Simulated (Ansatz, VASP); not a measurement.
**Two plane-wave programs on Ag3PN4**

INCAR

```
PREC = Accurate
ENCUT = 520
EDIFF = 1E-7
ISMEAR = -1
SIGMA = 0.1
LREAL = Auto
LASPH = True
NELM = 80
ALGO = Normal
ISIF = 2
LWAVE = False
LCHARG = False
GGA = PE
NBANDS = 72
```

Contents of KPOINTS:

```
Automatic mesh
0
Gamma
  6 6 6
```

POSCAR

```
Ag3PN4
1.0
    6.0433380000      0.0000000000      0.0000000000
    0.0000000000      6.0433380000      0.0000000000
    0.0000000000      0.0000000000      6.0433380000
P Ag N
2 6 8
Direct
    0.0000000000      0.0000000000      0.0000000000
    0.5000000000      0.5000000000      0.5000000000
    0.5000000000      0.2500000000      0.0000000000
    0.7500000000      0.0000000000      0.5000000000
    0.5000000000      0.7500000000      0.0000000000
    0.2500000000      0.0000000000      0.5000000000
    0.0000000000      0.5000000000      0.2500000000
    0.0000000000      0.5000000000      0.7500000000
    0.3450000000      0.3450000000      0.3450000000
    0.8450000000      0.1550000000      0.1550000000
    0.6550000000      0.6550000000      0.3450000000
    0.1550000000      0.8450000000      0.1550000000
    0.3450000000      0.6550000000      0.6550000000
    0.8450000000      0.8450000000      0.8450000000
    0.6550000000      0.3450000000      0.6550000000
    0.1550000000      0.1550000000      0.8450000000
```

Input for Ansatz:

```yaml
crystal:
  lattice:
    - [6.043338, 0.0, 0.0]
    - [0.0, 6.043338, 0.0]
    - [0.0, 0.0, 6.043338]
  atoms:
    - { symbol: P, position: [0.0, 0.0, 0.0] }
    - { symbol: P, position: [0.5, 0.5, 0.5] }
    - { symbol: Ag, position: [0.5, 0.25, 0.0] }
    - { symbol: Ag, position: [0.75, 0.0, 0.5] }
    - { symbol: Ag, position: [0.5, 0.75, 0.0] }
    - { symbol: Ag, position: [0.25, 0.0, 0.5] }
    - { symbol: Ag, position: [0.0, 0.5, 0.25] }
    - { symbol: Ag, position: [0.0, 0.5, 0.75] }
    - { symbol: "N", position: [0.345, 0.345, 0.345] }
    - { symbol: "N", position: [0.845, 0.155, 0.155] }
    - { symbol: "N", position: [0.655, 0.655, 0.345] }
    - { symbol: "N", position: [0.155, 0.845, 0.155] }
    - { symbol: "N", position: [0.345, 0.655, 0.655] }
    - { symbol: "N", position: [0.845, 0.845, 0.845] }
    - { symbol: "N", position: [0.655, 0.345, 0.655] }
    - { symbol: "N", position: [0.155, 0.155, 0.845] }
  symmetry: { tolerance: 0.0003 }
kpoints:
  mp_grid: { grid: [6, 6, 6], shift: [0, 0, 0] }
magnetization:
  spin_polarized: false
scf:
  occupations: { method: fermi_dirac }
  lower_state_search: "off"
  max_iter: 200
hamiltonian:
  pseudopotentials: { kind: paw }
  xc: pbe
basis:
  ecutwfc: 420
  fft_grid_basis: typed
output:
  forces: true
  stress: true
  eigenvalues: true
  bader: true
  populations: true
  elf: true
  write_potential: true
  volumetric_format: npy
  dos:
    e_range: [-12, 8]
    de: 0.05
    projected: { site_lists: { Ag: [Ag], "N": ["N"], P: [P] } }
checkpoint:
  read: saved_state
```

Alike in both runs: task single point; functional PBE; k mesh 6 × 6 × 6; no spin polarisation.

|  | VASP | Ansatz |
| --- | --- | --- |
| version | VASP 6.6.1 | Ansatz 0.2.0 |
| potentials or method | VASP PAW PBE potentials, release 64 (P, Ag, N), cutoff 520 eV | PAW plane waves |
| occupations | fermi-dirac, width 0.1 eV | fermi-dirac |
| valence electrons in the cell | 116 | 164 |

|  | VASP | Ansatz | Ansatz less VASP |
| --- | --- | --- | --- |
| pressure (GPa) | -6.1 | -5.7 | +0.41 |
| rms of the force components (eV/Å) | 0.732 | 0.778 | +0.0464 |

Atom by atom the forces differ by 0.046 eV/Å (rms over components). VASP's potentials hold 116 valence electrons a cell and Ansatz's 164, so a difference there can come from the potentials and not from the codes.
